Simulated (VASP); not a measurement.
# AlW8C8Cl3: single point with PBEsol

System: AlW8C8Cl3, a slab with vacuum.

```
W C Al Cl
1.0
     5.69296    0.00000    0.00000
    -2.84648    4.93025    0.00000
     0.00000    0.00000   17.19313
W C Al Cl
8 8 1 3
Direct
  0.00000 0.00000 0.05816
  0.01023 0.99394 0.22641
  0.00000 0.50000 0.05816
  0.99817 0.49987 0.22761
  0.50000 0.00000 0.05816
  0.48979 0.97258 0.23548
  0.49999 0.50000 0.05816
  0.51945 0.50561 0.22682
  0.34649 0.15920 0.14274
  0.30332 0.12746 0.30499
  0.34470 0.67822 0.14040
  0.33115 0.62693 0.30472
  0.86913 0.18768 0.13746
  0.83235 0.14214 0.30327
  0.85702 0.67469 0.13704
  0.83074 0.63323 0.30734
  0.66261 0.25713 0.37165
  0.72840 0.16693 0.49309
  0.26794 0.51991 0.40533
  0.85376 0.75203 0.40423
```

| Item | Value |
| --- | --- |
| Program | VASP 6.6.1 |
| Task | single point |
| Functional | PBEsol |
| Potentials or basis | VASP PAW PBE potentials, release 64 (W_sv, C, Al, Cl) |
| Cutoff | 520 eV |
| k mesh | 3 × 3 × 1 |
| Occupations | fermi-dirac, width 0.05 eV |
| Spin | no spin polarisation |
| Dipole correction | no |
| Further INCAR settings | ALGO = Normal; EDIFF = 1e-06; NBANDS = 100; NELMDL = -8 |

* Largest force: 3.318 eV/Å
* Band gap on the k mesh: zero (bands 84 and 85 overlap by 0.69 eV)

Forces on the atoms (eV/Å):
```
W    0.681  0.403  1.079
W   -1.016  1.085  0.102
W    0.798  0.156  0.936
W    2.114 -2.351 -0.278
W    0.515  0.208  1.850
W    0.713  2.317 -0.952
W    0.478  0.064  1.806
W   -1.234 -3.024 -0.588
C   -0.390  0.732 -1.299
C    1.581  1.423 -0.576
C    0.288 -0.988 -0.511
C   -0.474 -0.776  1.320
C   -1.114 -1.457 -0.252
C    1.271 -0.176 -2.884
C   -1.428 -0.257 -0.065
C   -0.936  1.794  0.184
Al  -1.376  0.436  2.090
Cl  -0.883  0.027 -0.740
Cl  -0.219  1.005 -1.097
Cl   0.630 -0.621 -0.126
```

Levels at points of the mesh, in eV from the Fermi level:
| k point | band 81 | band 82 | band 83 | band 84 | band 85 | band 86 | band 87 | band 88 |
| --- | --- | --- | --- | --- | --- | --- | --- | --- |
| (0.00, 0.00, 0.00) | 0.28 | 0.47 | 0.52 | 0.63 | 0.74 | 0.79 | 0.88 | 1.51 |

It took 13 min on 1 thread of Intel(R) Xeon(R) Platinum 8488C (Sapphire Rapids), on a shared host, peak memory 0.63 GiB.

Caveat: the k points lie up to 0.42 Å⁻¹ apart, too coarse for converged energies and pressures of a metal; the atoms stand as in a frame of molecular dynamics; the PAW data sets were made with another functional, which shifts forces and pressure a little; spin-orbit coupling is left out, which moves the levels of the heavy elements.
